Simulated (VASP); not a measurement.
A run of VASP 6.6.1:

Contents of INCAR:

```
SYSTEM = AlC18
PREC = Accurate
ENCUT = 520
EDIFF = 1E-6
ISMEAR = 0
SIGMA = 0.05
LREAL = Auto
LASPH = .True.
NELM = 150
ALGO = Normal
ISIF = 2
LWAVE = .False.
LCHARG = .False.
ISPIN = 2
MAGMOM = 0 0 0 0 0 0 0 0 0 0 0 0 0 0 0 0 0 0 0
LORBIT = 11
GGA = PE
IVDW = 12
NBANDS = 56
```

Contents of KPOINTS:

```
Automatic mesh
0
Gamma
  2 2 1
  0 0 0
```

Contents of POSCAR:

```
AlC18
1.0
    7.3980000000      0.0000000000      0.0000000000
   -3.6990000000      6.4068560000      0.0000000000
    0.0000000000      0.0000000000     11.0000000000
C Al
18 1
Direct
   -0.0004107788     -0.0025363454      0.0892823636
    0.2231733943      0.1099361372      0.0866316364
    0.0009284173      0.3312423441      0.0896338182
    0.2231260181      0.4425285975      0.0897296364
    0.0003561300      0.6637141525      0.0902544545
    0.2228297724      0.7742702505      0.0896016364
    0.3352976799     -0.0022605471      0.0871825455
    0.5581298455      0.1097319809      0.0888106364
    0.3351257907      0.3328357934      0.0885804545
    0.5569013611      0.4426224033      0.0893538182
    0.3346668334      0.6641663243      0.0900404545
    0.5565848969      0.7755726053      0.0897753636
    0.6678438919     -0.0022073229      0.0898251818
    0.8894598855      0.1093458320      0.0898710000
    0.6679782087      0.3314852090      0.0893218182
    0.8898187285      0.4419588953      0.0901258182
    0.6673115905      0.6644577309      0.0902086364
    0.8890798849      0.7749115947      0.0902670000
    0.2323839938      0.0158015101      0.2876401818
```

Potentials or basis: VASP PAW PBE potentials, release 64 (C, Al).

The run is started by

```console
$ cat potpaw_PBE.64/C/POTCAR potpaw_PBE.64/Al/POTCAR > POTCAR
$ mpirun -np 1 vasp_std > vasp.out
```

Hardware: 1 thread of Intel(R) Xeon(R) 6975P-C (Granite Rapids) (shared host).

How long does it take, and how much memory?

Run time: 4.9 min on 1 thread of Intel(R) Xeon(R) 6975P-C (Granite Rapids) (shared host), peak memory 0.78 GiB. Counts: scf iterations 23, k points 4.
